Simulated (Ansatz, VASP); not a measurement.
**Two plane-wave programs on Cd2O**

```xyz
6
Lattice="3.3773 0.0000 0.0000 -1.6887 2.9249 0.0000 0.0000 0.0000 10.2360" Properties=species:S:1:pos:R:3 pbc="T T T"
Cd    0.0000    0.0000    0.0000
Cd    0.0000    1.9499    7.4533
Cd    1.6887    0.9750    2.7827
Cd    0.0000    0.0000    5.1180
O     0.0000    1.9499    1.3786
O     1.6887    0.9750    8.8573
```

Alike in both runs: functional PBE; k mesh 12 × 12 × 4; occupations gaussian, width 0.1 eV; no spin polarisation.

Ansatz relaxed the structure, and its values are those at the end. VASP's run is a single point on that final structure, the one shown.

|  | VASP | Ansatz |
| --- | --- | --- |
| version | VASP 6.6.1 | Ansatz 0.2.0 |
| potentials or method | VASP PAW PBE potentials, release 64 (Cd, O), cutoff 520 eV | scalar-relativistic, plane waves, PAW |
| valence electrons in the cell | 60 | 92 |

Ansatz gave:

- gap on the k mesh at the Fermi level (eV): none
- pressure (GPa): 0.0
- rms of the force components (eV/Å): 0.001

Task: Estimate VASP's values.

Result: gap on the k mesh at the Fermi level (eV): none; pressure (GPa): 0.7; rms of the force components (eV/Å): 0.016.

A gap of «none» marks a metal or a gap that the smearing closes. VASP's potentials hold 60 valence electrons a cell and Ansatz's 92, so a difference there can come from the potentials and not from the codes.
